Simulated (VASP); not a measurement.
# Ga26AsP27 (a cell with a defect) in VASP: single point with PBE

Aim: the single point of Ga26AsP27 (a cell with a defect) with PBE.

Everything below comes from runs of VASP 6.6.1. Logs are shortened: lines on timing, memory, paths and dates and some standing lists are left out, and cuts for length are marked.

### 1 The cell of the first run

The cell holds a defect, 54 atoms: a = 11.562 Å, b = 11.562 Å, c = 11.562 Å, α = 60.00°, β = 60.00°, γ = 60.00°.

### 2 Single point, PBE, collinear spin

Contents of INCAR:

```
SYSTEM = Ga26AsP27
PREC = Accurate ; ENCUT = 520
EDIFF = 1E-6 ; ISMEAR = 0
SIGMA = 0.05 ; LREAL = Auto
LASPH = .TRUE. ; NELM = 150
ALGO = Normal ; ISIF = 2
LWAVE = .FALSE. ; LCHARG = .FALSE.
ISPIN = 2 ; MAGMOM = 0.2 0 0 0 0 0 0 0 0 0 0 0 0 0 0 0 0 0 0 0 0 0 0 0 0 0 0 0.2 0 0.2 0 0 0 0.2 0 0 0 0 0 0 0 0 0 0 0 0.2 0 0 0 0 0 0 0 0
LORBIT = 11 ; GGA = PE
NBANDS = 276 ; NCORE = 4
```

Contents of KPOINTS:

```
regular mesh
0
G
  1 1 1
  0 0 0
```

Contents of POSCAR:

```
Ga26AsP27
1.0
    0.0000000000      8.1757500000      8.1757500000
    8.1757500000      0.0000000000      8.1757500000
    8.1757500000      8.1757500000      0.0000000000
As Ga P
1 26 27
Direct
    0.0000635058     -0.0003642005      0.0006952829
    0.0001784693      0.0001310800      0.3351093291
    0.0000221710      0.0000168125      0.6651745184
    0.0002584434      0.3349577088      0.0001578500
    0.0001669614      0.3331991146      0.3333455844
   -0.0000133409      0.3347147574      0.6651431035
    0.0002287116      0.6646208253      0.0001822779
    0.0000507388      0.6646537690      0.3351170629
    0.0001989023      0.6665632525      0.6665329422
    0.3349315736      0.0002011727      0.0003472910
    0.3332888587      0.0000880764      0.3333808331
    0.3347782685     -0.0000363856      0.6653158257
    0.3332933501      0.3331747249      0.0002854196
    0.3332852018      0.3332041198      0.3333937891
    0.3333944501      0.3333795399      0.6666195872
    0.3349893427      0.6646506462      0.0002470798
    0.3334268246      0.6665857976      0.3333349322
    0.3333034616      0.6665551016      0.6666324508
    0.6649532030      0.0000311150      0.0000726282
    0.6647422722      0.0001096587      0.3349750113
    0.6665445966      0.0001977105      0.6665018995
    0.6648653588      0.3348423090      0.0000887671
    0.6666158448      0.3333641655      0.3333930982
    0.6665696297      0.3333523856      0.6666120017
    0.6665979796      0.6664920634      0.0002307762
    0.6666106726      0.6665729496      0.3333398230
    0.6665259503      0.6666659739      0.6665607286
    0.0875490352      0.0877054906      0.0877129983
    0.0840703185      0.0839772132      0.4162655036
    0.0871149866      0.0869831869      0.7388209304
    0.0841296296      0.4158409421      0.0841759481
    0.0840354969      0.4157059548      0.4162110888
    0.0833052116      0.4163655890      0.7501490677
    0.0875658464      0.7371834655      0.0876618130
    0.0833301227      0.7501317736      0.4163475380
    0.0832552597      0.7500485890      0.7501876277
    0.4161013377      0.0839809675      0.0842136167
    0.4157733804      0.0839539721      0.4163025567
    0.4163621838      0.0833025505      0.7503203709
    0.4160028611      0.4157772298      0.0842000369
    0.4166437104      0.4165894729      0.4166329195
    0.4165662479      0.4165682929      0.7502406275
    0.4163950058      0.7501791436      0.0832925041
    0.4166140337      0.7500888621      0.4166347587
    0.4163416596      0.7500177688      0.7502508924
    0.7378677874      0.0873438483      0.0872706745
    0.7501565269      0.0832978096      0.4163418366
    0.7500827209      0.0832808090      0.7500971161
    0.7502191684      0.4162854870      0.0832947938
    0.7501570938      0.4165791666      0.4166226557
    0.7500415159      0.4164582254      0.7501167007
    0.7502283993      0.7500349857      0.0832711542
    0.7500670709      0.7501422486      0.4163972292
    0.7499733686      0.7499734697      0.7499824637
```

Potentials or basis: VASP PAW PBE potentials, release 64 (As, Ga_d, P).

Command:

```console
$ cat potpaw_PBE.64/As/POTCAR potpaw_PBE.64/Ga_d/POTCAR potpaw_PBE.64/P/POTCAR > POTCAR
$ mpirun -np 4 vasp_gam > vasp.out
```

OUTCAR:

```text
SYSTEM = Ga26AsP27
   PREC = Accurate
   ENCUT = 520
   EDIFF = 1E-6
   ISMEAR = 0
   LREAL = Auto
   LASPH = .TRUE.
   NELM = 150
   ISIF = 2
   ISPIN = 2
   LORBIT = 11
   GGA = PE

 ion  position               nearest neighbor table
   1  0.000  1.000  0.001-  30 2.47  46 2.48  34 2.48  28 2.48
   2  0.000  0.000  0.335-  28 2.34  29 2.35  35 2.36  47 2.36
   3  0.000  0.000  0.665-  30 2.34  29 2.35  48 2.36  36 2.36
   4  0.000  0.335  0.000-  28 2.34  31 2.35  33 2.36  49 2.36
   5  0.000  0.333  0.333-  31 2.35  29 2.35  32 2.35  50 2.36
   6  1.000  0.335  0.665-  30 2.34  32 2.35  51 2.36  33 2.36
[... 46 lines left out ...]
  53  0.750  0.750  0.416-  20 2.36   8 2.36  26 2.36  27 2.36
  54  0.750  0.750  0.750-  27 2.36  21 2.36   9 2.36  25 2.36

  LATTYP: Found a face centered cubic cell.
 ALAT       =    16.3515000000

  Lattice vectors:

 A1 = (   0.0000000000,   8.1757500000,   8.1757500000)
 A2 = (   8.1757500000,   0.0000000000,   8.1757500000)
 A3 = (   8.1757500000,   8.1757500000,   0.0000000000)

Analysis of symmetry for initial positions (statically):
=====================================================================
 Subroutine PRICEL returns:
 Original cell was already a primitive cell.

 Routine SETGRP: Setting up the symmetry group for a
 face centered cubic supercell.

 Subroutine GETGRP returns: Found  1 space group operations
 (whereof  1 operations were pure point group operations)
 out of a pool of 48 trial point group operations.

The static configuration has the point symmetry C_1 .

Analysis of symmetry for dynamics (positions and initial velocities):
=====================================================================
 Subroutine PRICEL returns:
 Original cell was already a primitive cell.

 Routine SETGRP: Setting up the symmetry group for a
 face centered cubic supercell.

 Subroutine GETGRP returns: Found  1 space group operations
 (whereof  1 operations were pure point group operations)
 out of a pool of 48 trial point group operations.

The dynamic configuration has the point symmetry C_1 .

Analysis of structural, dynamic, and magnetic symmetry:
=====================================================================
 Subroutine PRICEL returns:
 Original cell was already a primitive cell.

 Routine SETGRP: Setting up the symmetry group for a
 face centered cubic supercell.

 Subroutine GETGRP returns: Found  1 space group operations
 (whereof  1 operations were pure point group operations)
 out of a pool of 48 trial point group operations.

The overall configuration has the point symmetry C_1 .

 Subroutine INISYM returns: Found  1 space group operations
 (whereof  1 operations are pure point group operations),
 and found     1 'primitive' translations

----------------------------------------------------------------------------------------

                                     Primitive cell

  volume of cell :    1092.9815

  direct lattice vectors                    reciprocal lattice vectors
     0.000000000  8.175750000  8.175750000    -0.061156469  0.061156469  0.061156469
     8.175750000  0.000000000  8.175750000     0.061156469 -0.061156469  0.061156469
     8.175750000  8.175750000  0.000000000     0.061156469  0.061156469 -0.061156469

  length of vectors
    11.562256533 11.562256533 11.562256533     0.105926111  0.105926111  0.105926111

  position of ions in fractional coordinates (direct lattice)
     0.000063506  0.999635799  0.000695283
     0.000178469  0.000131080  0.335109329
     0.000022171  0.000016813  0.665174518
     0.000258443  0.334957709  0.000157850
     0.000166961  0.333199115  0.333345584
     0.999986659  0.334714757  0.665143104
[... 46 lines left out ...]
     0.750067071  0.750142249  0.416397229
     0.749973369  0.749973470  0.749982464

  ion indices of the primitive-cell ions
   primitive index   ion index
                 1           1
                 2           2
                 3           3
                 4           4
                 5           5
                 6           6
[... 46 lines left out ...]
                53          53
                54          54

----------------------------------------------------------------------------------------

 KPOINTS: regular mesh

Automatic generation of k-mesh.
 Grid dimensions read from file:
 generate k-points for:    1    1    1

 Generating k-lattice:

  Cartesian coordinates                     Fractional coordinates (reciprocal lattice)
    -0.061156469  0.061156469  0.061156469     1.000000000  0.000000000  0.000000000
     0.061156469 -0.061156469  0.061156469     0.000000000  1.000000000  0.000000000
     0.061156469  0.061156469 -0.061156469     0.000000000  0.000000000  1.000000000

  Length of vectors
     0.105926111  0.105926111  0.105926111

  Shift w.r.t. Gamma in fractional coordinates (k-lattice)
     0.000000000  0.000000000  0.000000000

 Subroutine IBZKPT returns following result:
 ===========================================

 Found      1 irreducible k-points:

 Following reciprocal coordinates:
            Coordinates               Weight
  0.000000  0.000000  0.000000      1.000000
   k-points           NKPTS =      1   k-points in BZ     NKDIM =      1   number of bands    NBANDS=    276
   number of dos      NEDOS =    301   number of ions     NIONS =     54
   total plane-waves  NPLWV = 729000
   dimension x,y,z NGX =    90 NGY =   90 NGZ =   90
   dimension x,y,z NGXF=   180 NGYF=  180 NGZF=  180
   ions per type =               1  26  27
   NGX,Y,Z   is equivalent  to a cutoff of  12.94, 12.94, 12.94 a.u.
   NGXF,Y,Z  is equivalent  to a cutoff of  25.88, 25.88, 25.88 a.u.
 SYSTEM =  Ga26AsP27
   PREC   = accura    normal or accurate (medium, high low for compatibility)
   ISTART =      0    job   : 0-new  1-cont  2-samecut
   ICHARG =      2    charge: 1-file 2-atom 10-const
   ISPIN  =      2    spin polarized calculation?
   LNONCOLLINEAR =      F non collinear calculations
   LSORBIT =      F    spin-orbit coupling
   LASPH  =      T    aspherical Exc in radial PAW
   ENCUT  =  520.0 eV  38.22 Ry    6.18 a.u.  21.50 21.50 21.50*2*pi/ulx,y,z
   NELM   =    150;   NELMIN=  2; NELMDL= -5     # of ELM steps
   EDIFF  = 0.1E-05   stopping-criterion for ELM
   LREAL  =      T    real-space projection
   EDIFFG = 0.1E-04   stopping-criterion for IOM
   NSW    =      0    number of steps for IOM
   IBRION =     -1    ionic relax: 0-MD 1-quasi-New 2-CG
   NFREE  =      0    steps in history (QN), initial steepest desc. (CG)
   ISIF   =      2    stress and relaxation
   ISYM   =      2    0-nonsym 1-usesym 2-fastsym
   POTIM  = 0.5000    time-step for ionic-motion
   TEBEG  =    0.0;   TEEND  =   0.0 temperature during run
   PSTRESS=    0.0 pullay stress
   NELECT =     478.0000    total number of electrons
   NUPDOWN=      -1.0000    fix difference up-down
   EMIN   =  10.00;   EMAX   =-10.00  energy-range for DOS
   EFERMI =   0.00;   METHOD = LEGACY
   ISMEAR =     0;   SIGMA  =   0.05  broadening in eV -4-tet -1-fermi 0-gaus
   EFERMI_NEDOS =   21; number of points for ismear=-14 and -15
   IALGO  =     38    algorithm
   IMIX   =      4    mixing-type and parameters
     AMIX     =   0.40;   BMIX     =  1.00
     AMIX_MAG =   1.60;   BMIX_MAG =  1.00
  volume/ion in A,a.u.               =      20.24       136.59
  Fermi-wavevector in a.u.,A,eV,Ry     =   1.242643  2.348256 21.009609  1.544163
  Thomas-Fermi vector in A             =   2.376989
   LORBIT       =     11    0 simple, 1 ext, 2 COOP (PROOUT), +10 PAW based schemes
   GGA     = PE    functional components
   LHFCALC =     F    Hartree Fock is set to
   AEXX    =    0.0000 exact exchange contribution
   IVDW    =     0    specifies the selected vdW correction
   LEPSILON=     F    determine dielectric tensor
   LRPA    =     F    only Hartree local field effects (RPA)
 spin polarized calculation
 Gauss-broadening in eV      SIGMA  =   0.05
  energy-cutoff  :      520.00
  volume of cell :     1092.98
 maximum number of plane-waves:     14802
 NGX is ok and might be reduce to    80
   NGX = 43   NGY = 43   NGZ = 43

 number of electron     477.9999809 magnetization       0.0000096

 number of electron     477.9999809 magnetization      -0.0000227

 Free energy of the ion-electron system (eV)
  ---------------------------------------------------
  ext. energy  EPLUGINS =         0.00000000
  ---------------------------------------------------
  free energy    TOTEN  =      -232.89653693 eV

  energy without entropy =     -232.89653693  energy(sigma->0) =     -232.89653693

 E-fermi :   5.1022     XC(G=0):  -9.7736

 val. band max:        4.8558474048   @ k =   0.0000   0.0000   0.0000
 cond. band min:       6.2182084223   @ k =   0.0000   0.0000   0.0000
 fundamental gap:      1.3623610176
 Fermi energy:         5.1022379984

 spin component 1

 k-point     1 :       0.0000    0.0000    0.0000
  band No.  band energies     occupation
      1      -9.9765      1.00000
      2      -9.9715      1.00000
      3      -9.9678      1.00000
      4      -9.9677      1.00000
      5      -9.9677      1.00000
      6      -9.9656      1.00000
[... 243 lines left out ...]
    250       6.6222      0.00000
    251       6.6225      0.00000
 Fermi energy:         5.1022379984

 spin component 2

 k-point     1 :       0.0000    0.0000    0.0000
  band No.  band energies     occupation
      1      -9.9765      1.00000
      2      -9.9715      1.00000
      3      -9.9678      1.00000
      4      -9.9677      1.00000
      5      -9.9677      1.00000
      6      -9.9656      1.00000
[... 243 lines left out ...]
    250       6.6222      0.00000
    251       6.6225      0.00000
 [bands above 251 left out]

------------------------ aborting loop because EDIFF is reached ----------------------------------------

  FORCE on cell =-STRESS in cart. coord.  units (eV):
  Direction    XX          YY          ZZ          XY          YZ          ZX
  --------------------------------------------------------------------------------------
  -------------------------------------------------------------------------------------
  Total       32.2299178     32.2256101     32.2310056     -0.0272579      0.0481593      0.0964627
  in kB       47.2451221     47.2388076     47.2467167     -0.0399568      0.0705956      0.1414026
  external PRESSURE =      47.2435488 kB  Pullay stress =       0.0000000 kB

 VOLUME and BASIS-vectors are now :
 -----------------------------------------------------------------------------
  energy-cutoff  :      520.00
  volume of cell :     1092.98
      direct lattice vectors                 reciprocal lattice vectors
     0.000000000  8.175750000  8.175750000    -0.061156469  0.061156469  0.061156469
     8.175750000  0.000000000  8.175750000     0.061156469 -0.061156469  0.061156469
     8.175750000  8.175750000  0.000000000     0.061156469  0.061156469 -0.061156469

 POSITION                                       TOTAL-FORCE (eV/Angst)
 -----------------------------------------------------------------------------------
      8.17846      0.00620      8.17329         0.001355      0.003255      0.000525
      2.74084      2.74123      0.00253         0.009866      0.006939     -0.018323
      5.43844      5.43848      0.00032        -0.004692     -0.001869     -0.011911
      2.73982      0.00340      2.74064         0.009893     -0.026791      0.005594
      5.44950      2.72672      2.72552         0.006912      0.001760     -0.003917
      8.17459     13.61368     10.91219         0.011231     -0.001544      0.005004
[... 46 lines left out ...]
      9.53734      9.53672     12.26534        -0.005645     -0.002938      0.014245
     12.26326     12.26326     12.26319         0.000943      0.000188      0.001005
 -----------------------------------------------------------------------------------
    total drift:                                0.003241      0.003194      0.010216

  FREE ENERGIE OF THE ION-ELECTRON SYSTEM (eV)
  ---------------------------------------------------
  free  energy   TOTEN  =      -232.8965369291 eV

  energy  without entropy=     -232.8965369291  energy(sigma->0) =     -232.89653693

 total charge

# of ion       s       p       d       tot
------------------------------------------
    1        1.396   1.287   0.048   2.731
    2        0.828   0.882  10.020  11.731
    3        0.828   0.881  10.020  11.730
    4        0.828   0.883  10.021  11.732
    5        0.825   0.878  10.019  11.722
    6        0.828   0.881  10.020  11.730
[... 46 lines left out ...]
   53        0.988   1.583   0.000   2.571
   54        0.988   1.583   0.000   2.571
--------------------------------------------------
tot         49.746  66.632 260.537 376.915

 magnetization (x)

# of ion       s       p       d       tot
------------------------------------------
    1       -0.000  -0.000  -0.000  -0.000
    2       -0.000  -0.000   0.000  -0.000
    3       -0.000  -0.000  -0.000  -0.000
    4       -0.000   0.000   0.000   0.000
    5        0.000   0.000  -0.000   0.000
    6       -0.000  -0.000  -0.000  -0.000
[... 46 lines left out ...]
   53       -0.000  -0.000   0.000  -0.000
   54       -0.000  -0.000   0.000  -0.000
--------------------------------------------------
tot         -0.000  -0.000  -0.000  -0.000
```

Wall time 10 min (4 MPI ranks of Oxide Virtual Turin-like, shared host); peak memory 0.59 GiB.

What came out:

| Quantity | Value |
| --- | --- |
| Free energy | -232.8965 eV |
| Pressure | 4.7 GPa |
| Largest force | 0.042 eV/Å |
| Band gap on the k mesh | 1.36 eV |
| Net moment | 0.00 μB per cell |
| Valence electrons inside the program's atomic spheres | As 2.73; Ga 11.73, 11.72, 11.71 (each value once); P 2.55, 2.58, 2.57 (each value once) |

Forces in eV/Å, atoms in the order of the input:
```
As   0.001  0.003  0.001
Ga   0.010  0.007 -0.018
Ga  -0.005 -0.002 -0.012
Ga   0.010 -0.027  0.006
Ga   0.007  0.002 -0.004
Ga   0.011 -0.002  0.005
Ga  -0.004 -0.020 -0.006
Ga   0.012  0.010 -0.009
Ga   0.007 -0.005 -0.007
Ga  -0.022  0.005  0.008
Ga   0.003  0.008 -0.003
Ga  -0.011  0.009  0.007
Ga  -0.004 -0.002  0.008
Ga   0.003  0.004 -0.002
Ga   0.001 -0.001 -0.003
Ga  -0.009  0.005  0.015
Ga   0.002  0.001 -0.002
Ga   0.002  0.003  0.003
Ga  -0.019 -0.007 -0.008
Ga   0.004  0.008 -0.005
Ga  -0.004  0.012 -0.007
Ga   0.007 -0.005  0.017
Ga  -0.003 -0.002  0.002
Ga   0.002  0.001  0.001
Ga  -0.007 -0.006  0.008
Ga   0.001  0.001  0.000
Ga   0.005  0.008  0.002
P   -0.030 -0.017 -0.023
P   -0.001 -0.002 -0.005
P    0.012  0.001 -0.012
P   -0.001 -0.002  0.000
P    0.006 -0.001  0.000
P   -0.002  0.006 -0.012
P    0.019 -0.023  0.022
P   -0.003 -0.012  0.004
P    0.014  0.006  0.004
P   -0.004 -0.001  0.000
P   -0.002  0.006  0.001
P    0.003 -0.004 -0.013
P   -0.001 -0.001  0.004
P    0.001  0.000  0.000
P   -0.002  0.000  0.001
P    0.004 -0.012 -0.005
P   -0.001  0.000  0.000
P    0.014 -0.004 -0.004
P   -0.008  0.023  0.012
P   -0.012 -0.002  0.004
P    0.006  0.015  0.004
P   -0.011  0.004 -0.002
P    0.000 -0.001 -0.001
P   -0.005  0.015 -0.006
P    0.006  0.003  0.012
P   -0.006 -0.003  0.014
P    0.001  0.000  0.001
```

Caveat: the k points lie up to 0.67 Å⁻¹ apart.
